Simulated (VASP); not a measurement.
Write the native input for VASP 6.6.1 that does the following.

- Task: single point
- Functional: PBE
- Potentials or basis: VASP PAW PBE potentials, release 64 (Nb_sv)
- Cutoff: 500 eV
- k mesh: 10 × 10 × 10
- Occupations: methfessel-paxton, width 0.05 eV
- Spin: no spin polarisation
- Dipole correction: no
- Further INCAR settings: ALGO = Normal; EDIFF = 1e-06; NBANDS = 12

The structure of Nb lies in POSCAR:

```
Nb
1.0
   -1.6490258777      1.6490258777      1.6490258777
    1.6490258777     -1.6490258777      1.6490258777
    1.6490258777      1.6490258777     -1.6490258777
Nb
1
Direct
    0.0000000000      0.0000000000      0.0000000000
```

The input as run:

INCAR

```
  PREC = Accurate
  ENCUT = 500
  EDIFF = 1E-6
  ISMEAR = 1
  SIGMA = 0.05
  LREAL = F
  LASPH = T
  NELM = 120
  ALGO = Normal
  ISIF = 2
  LWAVE = F
  LCHARG = F
  GGA = PE
  NBANDS = 12
  GGA_COMPAT = F
```

KPOINTS

```
regular mesh
0
Gamma
  10 10 10
```

Potentials or basis: VASP PAW PBE potentials, release 64 (Nb_sv).

Launch:

```console
$ cat potpaw_PBE.64/Nb_sv/POTCAR > POTCAR
$ mpirun -np 1 vasp_std > vasp.out
```

It gave:

```yaml
Pressure: 2.1 GPa
```

Wall time 13 s on 1 thread of Intel Xeon 8259CL, with other jobs on the host, peak memory 0.14 GiB.
